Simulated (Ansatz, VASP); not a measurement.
**Ga2GeO in VASP and in Ansatz**

```
Ga Ge O
1.0
     3.24352    0.00000    0.00000
    -1.62176    2.80897    0.00000
     0.00000    0.00000    6.83687
Ga Ge O
2 1 1
Direct
  0.00000 0.00000 0.79443
  0.00000 0.00000 0.20557
  0.66667 0.33333 0.50000
  0.33333 0.66667 0.00000
```

Change from the starting cell: species swapped into the Co2SbTe type (P-6m2, No. 187).

Alike in both runs: functional PBE; k mesh 6 × 6 × 4; occupations gaussian, width 0.1 eV; no spin polarisation.

Ansatz relaxed the structure, and its values are those at the end. VASP's run is a single point on that final structure, the one shown.

|  | VASP | Ansatz |
| --- | --- | --- |
| version | VASP 6.6.1 | Ansatz 0.2.0 |
| potentials or method | VASP PAW PBE potentials, release 64 (Ga_d, Ge_d, O), cutoff 520 eV | scalar-relativistic, plane waves, PAW |
| valence electrons in the cell | 46 | 46 |

|  | VASP | Ansatz | Ansatz less VASP |
| --- | --- | --- | --- |
| gap on the k mesh at the Fermi level (eV) | none | none | - |
| pressure (GPa) | 0.3 | 0.1 | -0.16 |
| rms of the force components (eV/Å) | 0.006 | 0.004 | -0.0014 |

A gap of «none» marks a metal or a gap that the smearing closes. The functional is the same, so the differences come from potentials, cutoffs and numerics.

The k mesh is coarse, so the values compare programs but aren't converged.
